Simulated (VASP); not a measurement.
# KI (Fm-3m) in VASP: density of states with PBE

Aim: the density of states of KI with PBE.

Program: VASP 6.6.1. These are calculated values, not measurements. Logs are shortened: lines on timing, memory, paths and dates and some standing lists are left out, and cuts for length are marked.

**1. The cell of the first run**

Symmetry: Fm-3m, No. 225, cubic system. The conventional cell has a = 7.136 Å, b = 7.136 Å, c = 7.136 Å, α = 90.00°, β = 90.00°, γ = 90.00°. Within 4.7 Å of K (site symmetry m-3m) lie 6 I at 3.57 Å. Within 4.7 Å of I (site symmetry m-3m) lie 6 K at 3.57 Å.

**2. Density of states, PBE**

The input, POSCAR:

```
KI
1.0
    0.0000000000      3.5678460000      3.5678460000
    3.5678460000      0.0000000000      3.5678460000
    3.5678460000      3.5678460000      0.0000000000
K I
1 1
Direct
    0.0000000000      0.0000000000      0.0000000000
    0.5000000000      0.5000000000      0.5000000000
```

The input, INCAR.step1:

```
PREC = Accurate ; ENCUT = 520
EDIFF = 1E-7 ; ISMEAR = 1
SIGMA = 0.0323 ; LREAL = False
LASPH = True ; NELM = 100
ALGO = Normal ; ISIF = 2
LWAVE = False ; LCHARG = True
GGA = PE ; NBANDS = 15
```

The input, KPOINTS.step1:

```
regular mesh
0
Gamma
  6 6 6
```

The input, INCAR.step2:

```
PREC = Accurate ; ENCUT = 520
EDIFF = 1E-7 ; ISMEAR = -5
SIGMA = 0.0323 ; LREAL = False
LASPH = True ; NELM = 100
ALGO = Normal ; ISIF = 2
LWAVE = False ; LCHARG = False
GGA = PE ; LORBIT = 11
NBANDS = 15 ; NEDOS = 1001
ICHARG = 11
```

The input, KPOINTS.step2:

```
regular mesh
0
Gamma
  9 9 9
```

Potentials or basis: VASP PAW PBE potentials, release 64 (K_sv, I).

Launch:

```
$ cat potpaw_PBE.64/K_sv/POTCAR potpaw_PBE.64/I/POTCAR > POTCAR
$ cp INCAR.step1 INCAR
$ cp KPOINTS.step1 KPOINTS
$ mpirun -np 1 vasp_std > vasp.out
$ cp INCAR.step2 INCAR
$ cp KPOINTS.step2 KPOINTS
$ mpirun -np 1 vasp_std > vasp.out
```

OUTCAR:

```text
PREC = Accurate
   ENCUT = 520
   EDIFF = 1E-7
   ISMEAR = -5
   LREAL = False
   LASPH = True
   NELM = 100
   ISIF = 2
   GGA = PE
   LORBIT = 11
   ICHARG = 11

 ion  position               nearest neighbor table
   1  0.000  0.000  0.000-   2 3.57   2 3.57   2 3.57   2 3.57   2 3.57   2 3.57
   2  0.500  0.500  0.500-   1 3.57   1 3.57   1 3.57   1 3.57   1 3.57   1 3.57

  LATTYP: Found a face centered cubic cell.
 ALAT       =     7.1356920000

  Lattice vectors:

 A1 = (   0.0000000000,   3.5678460000,   3.5678460000)
 A2 = (   3.5678460000,   0.0000000000,   3.5678460000)
 A3 = (   3.5678460000,   3.5678460000,   0.0000000000)

Analysis of symmetry for initial positions (statically):
=====================================================================
 Subroutine PRICEL returns:
 Original cell was already a primitive cell.

 Routine SETGRP: Setting up the symmetry group for a
 face centered cubic supercell.

 Subroutine GETGRP returns: Found 48 space group operations
 (whereof 48 operations were pure point group operations)
 out of a pool of 48 trial point group operations.

The static configuration has the point symmetry O_h .

Analysis of symmetry for dynamics (positions and initial velocities):
=====================================================================
 Subroutine PRICEL returns:
 Original cell was already a primitive cell.

 Routine SETGRP: Setting up the symmetry group for a
 face centered cubic supercell.

 Subroutine GETGRP returns: Found 48 space group operations
 (whereof 48 operations were pure point group operations)
 out of a pool of 48 trial point group operations.

The dynamic configuration has the point symmetry O_h .

 Subroutine INISYM returns: Found 48 space group operations
 (whereof 48 operations are pure point group operations),
 and found     1 'primitive' translations

----------------------------------------------------------------------------------------

                                     Primitive cell

  volume of cell :      90.8340

  direct lattice vectors                    reciprocal lattice vectors
     0.000000000  3.567846000  3.567846000    -0.140140578  0.140140578  0.140140578
     3.567846000  0.000000000  3.567846000     0.140140578 -0.140140578  0.140140578
     3.567846000  3.567846000  0.000000000     0.140140578  0.140140578 -0.140140578

  length of vectors
     5.045696202  5.045696202  5.045696202     0.242730601  0.242730601  0.242730601

  position of ions in fractional coordinates (direct lattice)
     0.000000000  0.000000000  0.000000000
     0.500000000  0.500000000  0.500000000

  ion indices of the primitive-cell ions
   primitive index   ion index
                 1           1
                 2           2

----------------------------------------------------------------------------------------

 KPOINTS: regular mesh

Automatic generation of k-mesh.
 Grid dimensions read from file:
 generate k-points for:    9    9    9

 Generating k-lattice:

  Cartesian coordinates                     Fractional coordinates (reciprocal lattice)
    -0.015571175  0.015571175  0.015571175     0.111111111  0.000000000  0.000000000
     0.015571175 -0.015571175  0.015571175     0.000000000  0.111111111  0.000000000
     0.015571175  0.015571175 -0.015571175     0.000000000  0.000000000  0.111111111

  Length of vectors
     0.026970067  0.026970067  0.026970067

  Shift w.r.t. Gamma in fractional coordinates (k-lattice)
     0.000000000  0.000000000  0.000000000

 TETIRR: Found    115 inequivalent tetrahedra from     4374

 Subroutine IBZKPT returns following result:
 ===========================================

 Found     35 irreducible k-points:

 Following reciprocal coordinates:
            Coordinates               Weight
  0.000000  0.000000  0.000000      1.000000
  0.111111  0.000000  0.000000      8.000000
  0.222222  0.000000  0.000000      8.000000
  0.333333  0.000000  0.000000      8.000000
  0.444444  0.000000  0.000000      8.000000
  0.111111  0.111111  0.000000      6.000000
[... 16 lines left out ...]
 -0.333333  0.333333  0.000000     12.000000
  0.444444  0.444444  0.000000      6.000000
 [... further k-points ...]
   k-points           NKPTS =     35   k-points in BZ     NKDIM =     35   number of bands    NBANDS=     15
   number of dos      NEDOS =   1001   number of ions     NIONS =      2
   total plane-waves  NPLWV =  64000
   dimension x,y,z NGX =    40 NGY =   40 NGZ =   40
   dimension x,y,z NGXF=    80 NGYF=   80 NGZF=   80
   ions per type =               1   1
   NGX,Y,Z   is equivalent  to a cutoff of  13.18, 13.18, 13.18 a.u.
   NGXF,Y,Z  is equivalent  to a cutoff of  26.36, 26.36, 26.36 a.u.
 SYSTEM =  unknown system
   PREC   = accura    normal or accurate (medium, high low for compatibility)
   ISTART =      0    job   : 0-new  1-cont  2-samecut
   ICHARG =     11    charge: 1-file 2-atom 10-const
   ISPIN  =      1    spin polarized calculation?
   LNONCOLLINEAR =      F non collinear calculations
   LSORBIT =      F    spin-orbit coupling
   LASPH  =      T    aspherical Exc in radial PAW
   ENCUT  =  520.0 eV  38.22 Ry    6.18 a.u.   9.38  9.38  9.38*2*pi/ulx,y,z
   NELM   =    100;   NELMIN=  2; NELMDL=  0     # of ELM steps
   EDIFF  = 0.1E-06   stopping-criterion for ELM
   LREAL  =      F    real-space projection
   EDIFFG = 0.1E-05   stopping-criterion for IOM
   NSW    =      0    number of steps for IOM
   IBRION =     -1    ionic relax: 0-MD 1-quasi-New 2-CG
   NFREE  =      0    steps in history (QN), initial steepest desc. (CG)
   ISIF   =      2    stress and relaxation
   ISYM   =      2    0-nonsym 1-usesym 2-fastsym
   POTIM  = 0.5000    time-step for ionic-motion
   TEBEG  =    0.0;   TEEND  =   0.0 temperature during run
   PSTRESS=    0.0 pullay stress
   NELECT =      16.0000    total number of electrons
   NUPDOWN=      -1.0000    fix difference up-down
   EMIN   =  10.00;   EMAX   =-10.00  energy-range for DOS
   EFERMI =   0.00;   METHOD = LEGACY
   ISMEAR =    -5;   SIGMA  =   0.03  broadening in eV -4-tet -1-fermi 0-gaus
   EFERMI_NEDOS =   21; number of points for ismear=-14 and -15
   IALGO  =     38    algorithm
   IMIX   =      4    mixing-type and parameters
     AMIX     =   0.40;   BMIX     =  1.00
     AMIX_MAG =   1.60;   BMIX_MAG =  1.00
  volume/ion in A,a.u.               =      45.42       306.49
  Fermi-wavevector in a.u.,A,eV,Ry     =   0.917696  1.734194 11.458357  0.842166
  Thomas-Fermi vector in A             =   2.042694
   LORBIT       =     11    0 simple, 1 ext, 2 COOP (PROOUT), +10 PAW based schemes
   GGA     = PE    functional components
   LHFCALC =     F    Hartree Fock is set to
   AEXX    =    0.0000 exact exchange contribution
   IVDW    =     0    specifies the selected vdW correction
   LEPSILON=     F    determine dielectric tensor
   LRPA    =     F    only Hartree local field effects (RPA)
 non-spin polarized calculation
 Fermi weights with tetrahedron method with Bloechl corrections
  energy-cutoff  :      520.00
  volume of cell :       90.83
 maximum number of plane-waves:      2473
 NGX is ok and might be reduce to    40

 number of electron      16.0000000 magnetization

 Free energy of the ion-electron system (eV)
  ---------------------------------------------------
  ext. energy  EPLUGINS =         0.00000000
  ---------------------------------------------------
  free energy    TOTEN  =        -5.56358177 eV

  energy without entropy =       -5.56358177  energy(sigma->0) =       -5.56358177

 E-fermi :  -0.5289     XC(G=0):  -7.0622

 val. band max:       -0.5659025171   @ k =   0.0000   0.0000   0.0000
 cond. band min:       3.3293739173   @ k =   0.0000   0.0000   0.0000
 fundamental gap:      3.8952764344
 Fermi energy:        -0.5288951686

 k-point     1 :       0.0000    0.0000    0.0000
  band No.  band energies     occupation
      1     -29.1213      2.00000
      2     -12.6053      2.00000
      3     -12.6053      2.00000
      4     -12.6053      2.00000
      5     -11.0247      2.00000
      6      -0.5659      2.00000
      7      -0.5659      2.00000
      8      -0.5659      2.00000
      9       3.3294      0.00000
     10       5.9410      0.00000
     11       5.9410      0.00000
     12       5.9410      0.00000
     13       6.6385      0.00000
     14       6.6385      0.00000
     15       9.1882      0.00000

 k-point     2 :       0.1111    0.0000    0.0000
  band No.  band energies     occupation
      1     -29.1211      2.00000
      2     -12.6212      2.00000
      3     -12.6055      2.00000
      4     -12.6055      2.00000
      5     -10.9954      2.00000
      6      -0.7629      2.00000
      7      -0.6056      2.00000
      8      -0.6056      2.00000
      9       3.6286      0.00000
     10       5.8754      0.00000
     11       6.0713      0.00000
     12       6.0713      0.00000
     13       6.7726      0.00000
     14       6.7726      0.00000
     15       9.6000      0.00000

 k-point     3 :       0.2222    0.0000    0.0000
  band No.  band energies     occupation
      1     -29.1206      2.00000
      2     -12.6594      2.00000
      3     -12.6062      2.00000
      4     -12.6062      2.00000
      5     -10.9226      2.00000
      6      -1.1796      2.00000
      7      -0.7019      2.00000
      8      -0.7019      2.00000
      9       4.2661      0.00000
     10       5.9065      0.00000
     11       6.4201      0.00000
     12       6.4201      0.00000
     13       7.1687      0.00000
     14       7.1687      0.00000
     15       9.8487      0.00000
[... 343 lines left out ...]
 k-point    23 :      -0.3333    0.3333    0.0000
  band No.  band energies     occupation
      1     -29.1192      2.00000
      2     -12.6744      2.00000
      3     -12.6334      2.00000
      4     -12.6130      2.00000
      5     -10.8291      2.00000
      6      -1.4329      2.00000
      7      -1.2825      2.00000
      8      -0.9213      2.00000
      9       5.4072      0.00000
     10       6.3358      0.00000
     11       6.5636      0.00000
     12       7.5537      0.00000
     13       7.9437      0.00000
     14       8.1456      0.00000
     15       9.4184      0.00000

 k-point    24 :       0.4444    0.4444    0.0000
  band No.  band energies     occupation
      1     -29.1191      2.00000
      2     -12.6468      2.00000
      3     -12.6208      2.00000
      4     -12.6208      2.00000
      5     -10.8916      2.00000
      6      -1.5162      2.00000
      7      -0.9075      2.00000
      8      -0.9075      2.00000
      9       4.4448      0.00000
     10       5.1478      0.00000
     11       7.4641      0.00000
     12       7.6699      0.00000
     13       8.5312      0.00000
     14       8.9299      0.00000
     15       8.9299      0.00000

 [... further k-points ...]
[... 5 lines left out ...]
  --------------------------------------------------------------------------------------
  -------------------------------------------------------------------------------------
  Total        0.1350799      0.1350799      0.1350799     -0.0000000      0.0000000      0.0000000
  in kB        2.3826110      2.3826110      2.3826110     -0.0000000      0.0000000      0.0000000
  external PRESSURE =       2.3826110 kB  Pullay stress =       0.0000000 kB

 VOLUME and BASIS-vectors are now :
 -----------------------------------------------------------------------------
  energy-cutoff  :      520.00
  volume of cell :       90.83
      direct lattice vectors                 reciprocal lattice vectors
     0.000000000  3.567846000  3.567846000    -0.140140578  0.140140578  0.140140578
     3.567846000  0.000000000  3.567846000     0.140140578 -0.140140578  0.140140578
     3.567846000  3.567846000  0.000000000     0.140140578  0.140140578 -0.140140578

 POSITION                                       TOTAL-FORCE (eV/Angst)
 -----------------------------------------------------------------------------------
      0.00000      0.00000      0.00000        -0.000000     -0.000000      0.000000
      3.56785      3.56785      3.56785         0.000000      0.000000     -0.000000
 -----------------------------------------------------------------------------------
    total drift:                                0.000000     -0.000000     -0.000000

  FREE ENERGIE OF THE ION-ELECTRON SYSTEM (eV)
  ---------------------------------------------------
  free  energy   TOTEN  =        -5.5635817748 eV

  energy  without entropy=       -5.5635817748  energy(sigma->0) =       -5.56358177

 total charge

# of ion       s       p       d       tot
------------------------------------------
    1        1.957   5.576   0.021   7.554
    2        1.492   2.851   0.001   4.344
--------------------------------------------------
tot          3.449   8.428   0.022  11.899
```

It took 33 s on 1 thread of Intel Xeon 6975P-C (Granite Rapids), shared host; peak memory 0.24 GiB.

Results:

```
Valence electrons inside the program's atomic spheres : K 7.55; I 4.34
```

Levels at points of the mesh, in eV from the valence-band top:
| k point | band 5 | band 6 | band 7 | band 8 | band 9 | band 10 | band 11 | band 12 |
| --- | --- | --- | --- | --- | --- | --- | --- | --- |
| (0.00, 0.00, 0.00) | -10.46 | 0.00 | 0.00 | 0.00 | 3.90 | 6.51 | 6.51 | 6.51 |

Caveat: spin-orbit coupling is left out, which moves the levels of the heavy elements.
